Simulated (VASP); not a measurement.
In:

```xyz
1
Lattice="-1.6255 1.6255 2.4737 1.6255 -1.6255 2.4737 1.6255 1.6255 -2.4737" Properties=species:S:1:pos:R:3 pbc="T T T"
In    0.0000    0.0000    0.0000
```

| Property | Result |
| --- | --- |
| Program | VASP 6.6.1 |
| Task | relaxation of cell and atoms |
| Functional | LDA |
| Potentials or basis | VASP PAW LDA potentials, release 64 (In_d) |
| Cutoff | 500 eV |
| k mesh | 20 × 20 × 20 |
| Occupations | fermi-dirac, width 0.1 eV |
| Spin | no spin polarisation |

At the start: pressure -2.5 GPa; volume 26.14 Å³/atom.

Where does the relaxation end?

Over 3 steps the energy falls by 12.4 meV/atom and the volume is 24.65 Å³/atom (-5.7 %); space group I4/mmm (No. 139, to 0.1 Å) before and after.

The path:
| step | energy change (eV) | largest force (eV/Å) | pressure (GPa) | volume (Å³) |
| --- | --- | --- | --- | --- |
| 1 | 0.0000 | 0.0000 | -2.51 | 26.14 |
| 2 | -0.0123 | 0.0000 | 0.06 | 24.62 |
| 3 | -0.0124 | 0.0000 | 0.00 | 24.65 |

Final structure:
```
In
1.0
    -1.59417    1.59417    2.42514
     1.59417   -1.59417    2.42514
     1.59417    1.59417   -2.42514
In
1
Direct
  0.00000 0.00000 0.00000
```
